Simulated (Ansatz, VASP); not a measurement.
**Two plane-wave programs on Si4Cl**

File INCAR:

```
SYSTEM = Si4Cl
PREC     = Accurate       ! precision mode
ENCUT    = 400            ! plane-wave cutoff, eV
EDIFF    = 1E-6           ! SCF threshold, eV
ISMEAR   = 0              ! smearing method
SIGMA    = 0.05           ! smearing width, eV
LREAL    = .FALSE.        ! projectors in reciprocal space
LASPH    = .TRUE.         ! aspherical terms in the spheres
NELM     = 200            ! most SCF steps
ALGO     = Normal         ! electronic algorithm
ISIF     = 2              ! what is computed and relaxed
LWAVE    = .FALSE.        ! write WAVECAR
LCHARG   = .FALSE.        ! write CHGCAR
ISPIN    = 2              ! spin polarisation
MAGMOM   = 0 0 0 0 1      ! initial moments
LORBIT   = 11             ! projections on sites
LDIPOL   = .TRUE.       
IDIPOL   = 3            
DIPOL    = 0.5 0.5 0.326
GGA      = PE             ! functional
IVDW     = 12             ! dispersion correction
NBANDS   = 24             ! bands
GGA_COMPAT= .FALSE.      
NELMDL   = -8
```

KPOINTS

```
Automatic mesh
0
G
  9 9 1
  0 0 0
```

File POSCAR:

```
Si4Cl
1.0
    3.8333442755      0.0000000000      0.0000000000
   -1.9166721377      3.3197735240      0.0000000000
    0.0000000000      0.0000000000     20.9083831947
Si Cl
4 1
Direct
    0.3333333333      0.6666666667      0.1913108232
    0.0000000000      0.0000000000      0.2287349567
    0.0000000000      0.0000000000      0.3468742304
    0.6666666667      0.3333333333      0.3782398247
    0.6666666667      0.5000000000      0.4834607775
```

Input for Ansatz:

```yaml
crystal:
  lattice:
    - [3.8333442755, 0.0, 0.0]
    - [-1.9166721377, 3.319773524, 0.0]
    - [0.0, 0.0, 20.9083831947]
  atoms:
    - { symbol: Si, position: [0.3333333333, 0.6666666667, 0.1913108232] }
    - { symbol: Si, position: [0.0, 0.0, 0.2287349567] }
    - { symbol: Si, position: [0.0, 0.0, 0.3468742304] }
    - { symbol: Si, position: [0.6666666667, 0.3333333333, 0.3782398247] }
    - { symbol: Cl, position: [0.6666666667, 0.5, 0.4834607775], spin: 1.0 }
basis:
  ecutwfc: 420
kpoints:
  mp_grid: { grid: [9, 9, 1] }
hamiltonian:
  xc: pbe
  pseudopotentials: { kind: paw, azcp: { folder: soft_1 } }
  dispersion: d3bj
scf:
  occupations: { method: gaussian, width: 0.05 }
output:
  forces: true
  eigenvalues: true
  populations: true
magnetization:
  spin_polarized: true
efield:
  axis: 3
  dipole_correction: true
  ramp_width: 0.04
```

Alike in both runs: task single point; functional PBE; dispersion D3(BJ); k mesh 9 × 9 × 1; occupations gaussian, width 0.05 eV; collinear spin.

|  | VASP | Ansatz |
| --- | --- | --- |
| version | VASP 6.6.1 | Ansatz 0.2.0 |
| potentials or method | VASP PAW PBE potentials, release 64 (Si, Cl), cutoff 400 eV | scalar-relativistic, plane waves, PAW |
| valence electrons in the cell | 23 | 23 |

```tsv
	VASP	Ansatz	Ansatz less VASP
gap on the k mesh at the Fermi level (eV)	0.32	0.31	-0.009
least direct gap on the mesh (eV)	0.39	0.39	-0.005
rms of the force components (eV/Å)	0.849	0.843	-0.0055
net moment per atom (μB)	0.20	0.20	0.000
```

Atom by atom the forces differ by 0.006 eV/Å (rms over components).
